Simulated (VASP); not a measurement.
Crystal: SrAg5.

```
CELL_PARAMETERS angstrom
5.67500 0.00000 0.00000
-2.83750 4.91469 0.00000
0.00000 0.00000 4.61900
ATOMIC_POSITIONS crystal
Sr 0.00000 0.00000 0.00000
Ag 0.33333 0.66667 0.00000
Ag 0.66667 0.33333 0.00000
Ag 0.50000 0.00000 0.50000
Ag 0.50000 0.50000 0.50000
Ag 0.00000 0.50000 0.50000
```

| Item | Value |
| --- | --- |
| Program | VASP 6.6.1 |
| Task | relaxation of volume and atoms at fixed shape |
| Functional | LDA |
| Potentials or basis | VASP PAW LDA potentials, release 64 (Sr_sv, Ag) |
| Cutoff | 600 eV |
| k mesh | 5 × 5 × 6 |
| Occupations | gaussian, width 0.05 eV |
| Spin | no spin polarisation |

At the start: pressure -5.3 GPa; volume 21.47 Å³/atom.

Problem. How do energy, volume and symmetry change on relaxing?

Solution. Over 3 steps the energy falls by 25.6 meV/atom and the volume is 20.02 Å³/atom (-6.7 %); space group P6/mmm (No. 191, to 0.05 Å).

Step by step:
| step | energy change (eV) | largest force (eV/Å) | pressure (GPa) | volume (Å³) |
| --- | --- | --- | --- | --- |
| 1 | 0.0000 | 0.0000 | -5.28 | 128.83 |
| 2 | -0.1124 | 0.0000 | 3.37 | 116.09 |
| 3 | -0.1535 | 0.0000 | -0.01 | 120.15 |

Final structure:
```cif
data_structure
_symmetry_space_group_name_H-M 'P 1'
_symmetry_Int_Tables_number 1
_cell_length_a 5.5446
_cell_length_b 5.5446
_cell_length_c 4.5128
_cell_angle_alpha 90.000
_cell_angle_beta 90.000
_cell_angle_gamma 120.000
_cell_volume 120.15
loop_
_atom_site_label
_atom_site_type_symbol
_atom_site_fract_x
_atom_site_fract_y
_atom_site_fract_z
_atom_site_occupancy
Sr1 Sr 0.00000 0.00000 0.00000 1
Ag1 Ag 0.33333 0.66667 0.00000 1
Ag2 Ag 0.66667 0.33333 0.00000 1
Ag3 Ag 0.50000 0.00000 0.50000 1
Ag4 Ag 0.50000 0.50000 0.50000 1
Ag5 Ag 0.00000 0.50000 0.50000 1
```
